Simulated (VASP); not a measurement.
Tl:

```
Tl
1.0
     3.43000    0.00000    0.00000
    -1.71500    2.97047    0.00000
     0.00000    0.00000    5.60119
Tl
2
Direct
  0.33333 0.66667 0.25000
  0.66667 0.33333 0.75000
```

| Quantity | Value |
| --- | --- |
| Program | VASP 6.6.1 |
| Task | relaxation of cell and atoms |
| Functional | PBEsol |
| Dispersion | D3(BJ) |
| Potentials or basis | VASP PAW PBE potentials, release 64 (Tl_d) |
| Cutoff | 600 eV |
| k mesh | 9 × 9 × 5 |
| Occupations | gaussian, width 0.1 eV |
| Spin | no spin polarisation |

At the start: pressure -2.0 GPa; volume 28.53 Å³/atom.

Question: How do energy, volume and symmetry change on relaxing?

Answer: Over 8 steps the energy falls by 12.1 meV/atom and the volume is 27.06 Å³/atom (-5.2 %); space group P6_3/mmc (No. 194, to 0.1 Å) before and after.

The path:
```tsv
step	energy change (eV)	largest force (eV/Å)	pressure (GPa)	volume (Å³)
1	0.0000	0.0000	-2.03	57.07
2	-0.0210	0.0000	-0.02	54.13
3	-0.0210	0.0000	0.09	54.01
4	-0.0226	0.0000	0.08	53.98
5	-0.0235	0.0000	0.09	53.96
6	-0.0241	0.0000	0.11	53.91
7	-0.0241	0.0000	0.12	53.91
8	-0.0242	0.0000	-0.07	54.13
```

Final structure:
```
Tl
1.0
     3.33434    0.00000    0.00000
    -1.66717    2.88762    0.00000
     0.00000    0.00000    5.62162
Tl
2
Direct
  0.33333 0.66667 0.25000
  0.66667 0.33333 0.75000
```

Caveat: the PAW data sets were made with another functional, which shifts forces and pressure a little.
